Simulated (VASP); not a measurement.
**SnSe: electric field gradients with LDA**

The system is SnSe.

```xyz
2
Lattice="-0.0903 2.9649 2.9649 2.9649 -0.0903 2.9649 2.9649 2.9649 -0.0903" Properties=species:S:1:pos:R:3 pbc="T T T"
Sn    0.0000    0.0000    0.0000
Se    2.9197    2.9197    2.9197
```

This cell differs from its parent crystal: equal xy, yz and zx shear strains of -3 %.

```json
{
  "Program": "VASP 6.6.1",
  "Task": "electric field gradients",
  "Functional": "LDA",
  "Potentials or basis": "VASP PAW LDA potentials, release 64 (Sn_d, Se)",
  "Cutoff": "400 eV",
  "k mesh": "9 × 9 × 9",
  "Occupations": "fermi-dirac, width 0.02 eV",
  "Spin": "no spin polarisation",
  "Dipole correction": "no",
  "Further INCAR settings": "ALGO = Normal; EDIFF = 1e-08; NBANDS = 17"
}
```

The pressure is -3.2 GPa and the band gap on the k mesh is 0.28 eV, indirect (least direct gap 0.54 eV).

Stress tensor (GPa, compression positive):
```
-3.21  0.57  0.57
 0.57 -3.21  0.57
 0.57  0.57 -3.21
```

Levels at points of the mesh, in eV from the valence-band top:
```tsv
k point	band 7	band 8	band 9	band 10	band 11	band 12	band 13	band 14
(0.00, 0.00, 0.00)	-5.18	-2.26	-2.26	-1.90	4.18	4.28	4.28	5.68
```

Electric field gradients, principal values (V/Å²):
| atom | least | middle | greatest (by size) |
| --- | --- | --- | --- |
| 1 Sn | -0.496 | -0.496 | 0.991 |
| 2 Se | 10.261 | 10.261 | -20.522 |

Wall time 46 s on 1 thread of Intel(R) Xeon(R) Platinum 8259CL CPU @ 2.50GHz (Skylake/Cascade Lake), with other jobs on the host, peak memory 0.17 GiB.

Caveat: the cell differs from its parent crystal (equal xy, yz and zx shear strains of -3 %); without QUAD_EFG the Cq values of the log hold for a quadrupole moment of 1 mb, not for the nuclei; spin-orbit coupling is left out, which moves the levels of the heavy elements. A k mesh can miss the band edges.
